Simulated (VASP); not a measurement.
A run of VASP 6.6.1 is set up as follows.

The input INCAR:

```
ALGO     = Normal         # electronic algorithm
EDIFF    = 1E-8           # SCF threshold, eV
ENCUT    = 520            # plane-wave cutoff, eV
GGA      = CA             # functional
ISIF     = 2              # what is computed and relaxed
ISMEAR   = -1             # smearing method
LASPH    = T              # aspherical terms in the spheres
LCHARG   = F              # write CHGCAR
LEFG     = T            
LREAL    = F              # projectors in reciprocal space
LWAVE    = F              # write WAVECAR
NBANDS   = 16             # bands
NELM     = 80             # most SCF steps
PREC     = Accurate       # precision mode
SIGMA    = 0.05           # smearing width, eV
```

Contents of KPOINTS:

```
k-points
0
Gamma
  12 12 9
```

POSCAR

```
ZrB2
1.0
    3.1859607001      0.0000000000      0.0000000000
   -1.5929803501      2.7591229018      0.0000000000
    0.0000000000      0.0000000000      3.5433119376
Zr B
1 2
Direct
    0.0000000000      0.0000000000      0.0000000000
    0.3333333333      0.6666666667      0.5000000000
    0.6666666667      0.3333333333      0.5000000000
```

Potentials or basis: VASP PAW LDA potentials, release 64 (Zr_sv, B).

Run with:

```console
$ cat potpaw_LDA.64/Zr_sv/POTCAR potpaw_LDA.64/B/POTCAR > POTCAR
$ mpirun -np 1 vasp_std > vasp.out
```

Task: What does it give for the pressure?

Result: -11.3 GPa.

Task: What does it give for the band gap on the k mesh?

Result: Zero (band 9 reaches 11.04 eV, above the bottom of band 10 at 9.79 eV).

Stress tensor (GPa, compression positive):
```
-11.82   0.00   0.00
  0.00 -11.82   0.00
  0.00   0.00 -10.19
```

Caveat: without QUAD_EFG the Cq values of the log hold for a quadrupole moment of 1 mb, not for the nuclei.
